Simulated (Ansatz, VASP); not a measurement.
**Two plane-wave programs on SrCl2**

INCAR

```
SYSTEM = SrCl2
PREC = Accurate
ENCUT = 520
EDIFF = 1E-6
ISMEAR = 0
SIGMA = 0.05
LREAL = .False.
LASPH = .True.
NELM = 80
ALGO = Normal
ISIF = 2
LWAVE = .False.
LCHARG = .False.
GGA = PE
NBANDS = 19
```

KPOINTS

```
regular mesh
0
Gamma
  6 6 6
  0 0 0
```

POSCAR

```
SrCl2
1.0
    0.0000000000      3.4855000000      3.4855000000
    3.4855000000      0.0000000000      3.4855000000
    3.4855000000      3.4855000000      0.0000000000
Sr Cl
1 2
Direct
    0.0000000000      0.0000000000      0.0000000000
    0.2786902883      0.2213097117      0.2213097117
    0.7786902883      0.7213097117      0.7213097117
```

Input for Ansatz:

```yaml
crystal:
  lattice:
    - [0.0, 3.4855, 3.4855]
    - [3.4855, 0.0, 3.4855]
    - [3.4855, 3.4855, 0.0]
  atoms:
    - { symbol: Sr, position: [0.0, 0.0, 0.0] }
    - { symbol: Cl, position: [0.2786902883, 0.2213097117, 0.2213097117] }
    - { symbol: Cl, position: [0.7786902883, 0.7213097117, 0.7213097117] }
basis:
  ecutwfc: 420
kpoints:
  mp_grid: { grid: [6, 6, 6] }
hamiltonian:
  xc: pbe
scf:
  occupations: { method: gaussian, width: 0.05 }
output:
  forces: true
  stress: true
  eigenvalues: true
```

Change from the starting cell: all Cl atoms moved -0.200 Å, as atom 2 along Cartesian [1 0 0].

Alike in both runs: task single point; functional PBE; k mesh 6 × 6 × 6; occupations gaussian, width 0.05 eV; no spin polarisation.

|  | VASP | Ansatz |
| --- | --- | --- |
| version | VASP 6.6.1 | Ansatz 0.2.0 |
| potentials or method | VASP PAW PBE potentials, release 64 (Sr_sv, Cl), cutoff 520 eV | scalar-relativistic, plane waves, PAW |
| valence electrons in the cell | 24 | 24 |

|  | VASP | Ansatz | Ansatz less VASP |
| --- | --- | --- | --- |
| gap on the k mesh at the Fermi level (eV) | 5.31 | 5.31 | +0.003 |
| least direct gap on the mesh (eV) | 5.49 | 5.49 | 0.000 |
| pressure (GPa) | 1.7 | 1.6 | -0.09 |
| traceless stress, the component that is largest in VASP (GPa) | -0.19 | -0.18 | +0.008 |
| rms of the force components (eV/Å) | 0.228 | 0.223 | -0.0056 |

Atom by atom the forces differ by 0.006 eV/Å (rms over components). The functional is the same, so the differences come from potentials, cutoffs and numerics.
